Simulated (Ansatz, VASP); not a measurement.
# One calculation of CaSe, two programs

```
Ca Se
1.0
     0.00000    3.27951    3.27951
     3.27951    0.00000    3.27951
     3.27951    3.27951    0.00000
Ca Se
1 1
Direct
  0.00000 0.00000 0.00000
  0.25000 0.25000 0.25000
```

Alike in both runs: task single point; functional RPBE; k mesh 6 × 6 × 6; occupations gaussian, width 0.05 eV; no spin polarisation.

```csv
,VASP,Ansatz
version,VASP 6.6.1,Ansatz 0.2.0
potentials or method,"VASP PAW PBE potentials, release 64 (Ca_sv, Se), cutoff 520 eV","scalar-relativistic, plane waves, PAW"
valence electrons in the cell,16,26
```

|  | VASP | Ansatz | Ansatz less VASP |
| --- | --- | --- | --- |
| pressure (GPa) | 1.9 | 1.8 | -0.10 |

VASP's potentials were made for PBE, not for RPBE. VASP's potentials hold 16 valence electrons a cell and Ansatz's 26, so a difference there can come from the potentials and not from the codes.
